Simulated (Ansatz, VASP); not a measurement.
**Two plane-wave programs on ZnS**

Contents of POSCAR:

```
ZnS
1.0
   -2.6945131931     -2.6945131931      0.0000000000
    2.6945131931     -2.6945131931      0.0000000000
    0.5389026386     -0.5389026386     10.7780527726
Zn S
4 4
Direct
    0.5000000000      0.4625000000      0.1875000000
    0.0000000000     -0.0875000000      0.4375000000
    0.5000000000      0.3625000000      0.6875000000
    0.0000000000     -0.1875000000      0.9375000000
    0.5000000000     -0.0625000000      0.3125000000
    0.0000000000      0.3875000000      0.5625000000
    0.5000000000     -0.1625000000      0.8125000000
    0.0000000000      0.4875000000      0.0625000000
```

Contents of INCAR.step1:

```
  ALGO = Normal
  EDIFF = 1E-4
  ENCUT = 520
  GGA = PE
  ISMEAR = 0
  LASPH = True
  LCHARG = False
  LREAL = False
  LWAVE = True
  NBANDS = 46
  NELM = 100
  PREC = Accurate
  SIGMA = 0.05
```

INCAR.step2

```
  ALGO = Normal
  EDIFF = 1E-7
  ENCUT = 520
  ISIF = 2
  ISMEAR = 0
  ISTART = 1
  LASPH = True
  LCHARG = False
  LMIXTAU = True
  LREAL = False
  LWAVE = False
  METAGGA = R2SCAN
  NBANDS = 46
  NELM = 100
  PREC = Accurate
  SIGMA = 0.05
```

KPOINTS

```
k-points
0
Gamma
  6 6 2
```

Input for Ansatz:

```yaml
crystal:
  lattice:
    - [-2.6945131931, -2.6945131931, 0.0]
    - [2.6945131931, -2.6945131931, 0.0]
    - [0.5389026386, -0.5389026386, 10.7780527726]
  atoms:
    - { symbol: Zn, position: [0.5, 0.4625, 0.1875] }
    - { symbol: Zn, position: [0.0, -0.0875, 0.4375] }
    - { symbol: Zn, position: [0.5, 0.3625, 0.6875] }
    - { symbol: Zn, position: [0.0, -0.1875, 0.9375] }
    - { symbol: S, position: [0.5, -0.0625, 0.3125] }
    - { symbol: S, position: [0.0, 0.3875, 0.5625] }
    - { symbol: S, position: [0.5, -0.1625, 0.8125] }
    - { symbol: S, position: [0.0, 0.4875, 0.0625] }
basis:
  ecutwfc: 500
kpoints:
  mp_grid: { grid: [6, 6, 2] }
hamiltonian:
  xc: r2scan
scf:
  occupations: { method: gaussian, width: 0.05 }
output:
  forces: true
  stress: true
  eigenvalues: true
```

Alike in both runs: task single point; functional r2SCAN; k mesh 6 × 6 × 2; occupations gaussian, width 0.05 eV; no spin polarisation.

```csv
,VASP,Ansatz
version,VASP 6.6.1,Ansatz 0.2.0
potentials or method,"VASP PAW PBE potentials, release 64 (Zn, S), cutoff 520 eV","scalar-relativistic, plane waves, PAW"
valence electrons in the cell,72,72
```

|  | VASP | Ansatz | Ansatz less VASP |
| --- | --- | --- | --- |
| gap on the k mesh at the Fermi level (eV) | 2.63 | 2.61 | -0.016 |
| least direct gap on the mesh (eV) | 2.63 | 2.61 | -0.016 |
| pressure (GPa) | 7.9 | 7.7 | -0.24 |
| traceless stress, the component that is largest in VASP (GPa) | -8.99 | -8.82 | +0.170 |
| rms of the force components (eV/Å) | 3.688 | 3.608 | -0.0804 |

VASP's potentials were made for PBE, not for r2SCAN. Atom by atom the forces differ by 0.081 eV/Å (rms over components). With one functional, cell and mesh, what is left measures potentials, basis and numerics.
